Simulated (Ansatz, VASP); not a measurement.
# One calculation of LiCl2, two programs

File INCAR:

```
ALGO = Normal
EDIFF = 1E-7
EDIFFG = -0.01
ENCUT = 600
GGA = PE
IBRION = 2
ISIF = 3
ISMEAR = 0
LASPH = T
LCHARG = F
LREAL = F
LWAVE = F
NELM = 100
NSW = 100
PREC = Accurate
SIGMA = 0.1
```

The input KPOINTS:

```
k-points
0
Gamma
  12 12 14
```

POSCAR

```
LiCl2
1.0
    4.7685370556      0.0000000000      0.0000000000
   -2.3842685278      4.1296742291      0.0000000000
    0.0000000000      0.0000000000      3.5984017174
Li Cl
1 2
Direct
    0.0000000000      0.0000000000      0.0000000000
    0.3333333333      0.6666666667      0.5000000000
    0.6666666667      0.3333333333      0.5000000000
```

Input for Ansatz:

```yaml
crystal:
  lattice:
    - [4.7685370556, 0.0, 0.0]
    - [-2.3842685278, 4.1296742291, 0.0]
    - [0.0, 0.0, 3.5984017174]
  atoms:
    - { symbol: Li, position: [0.0, 0.0, 0.0] }
    - { symbol: Cl, position: [0.3333333333, 0.6666666667, 0.5] }
    - { symbol: Cl, position: [0.6666666667, 0.3333333333, 0.5] }
basis:
  ecutwfc: 420
kpoints:
  mp_grid: { grid: [12, 12, 14] }
hamiltonian:
  xc: pbe
scf:
  occupations: { method: gaussian, width: 0.1 }
output:
  forces: true
  stress: true
  eigenvalues: true
  write_density: true
  write_potential: true
  elf: true
  volumetric_format: npy
relax:
  adjacent_minimum: "off"
  f_tol: 0.01
  max_steps: 80
  cell: { stress_tol: 0.05 }
```

Change from the starting cell: species swapped into the TbGa2 type (P6/mmm, No. 191).

Alike in both runs: task relaxation of cell and atoms; functional PBE; k mesh 12 × 12 × 14; occupations gaussian, width 0.1 eV; no spin polarisation.

```csv
,VASP,Ansatz
version,VASP 6.6.1,Ansatz 0.2.0
potentials or method,"VASP PAW PBE potentials, release 64 (Li_sv, Cl), cutoff 600 eV","scalar-relativistic, plane waves, PAW"
valence electrons in the cell,17,17
```

Ansatz gave:

```
gap on the k mesh at the Fermi level, each at its own relaxed structure (eV) : none
relaxed volume (Å³/atom)                                                     : 23.80
relaxed length of the cell vector where the two differ most in proportion (Å)              : 3.609
```

Question: What did VASP give for the same quantities?

Answer: gap on the k mesh at the Fermi level, each at its own relaxed structure (eV): none; relaxed volume (Å³/atom): 23.67; relaxed length of the cell vector where the two differ most in proportion (Å): 3.599.

A gap of «none» marks a metal or a gap that the smearing closes.

Noted on VASP's run: the cutoff is under 1.25 times that of the potentials, so the pressure is a little rough.
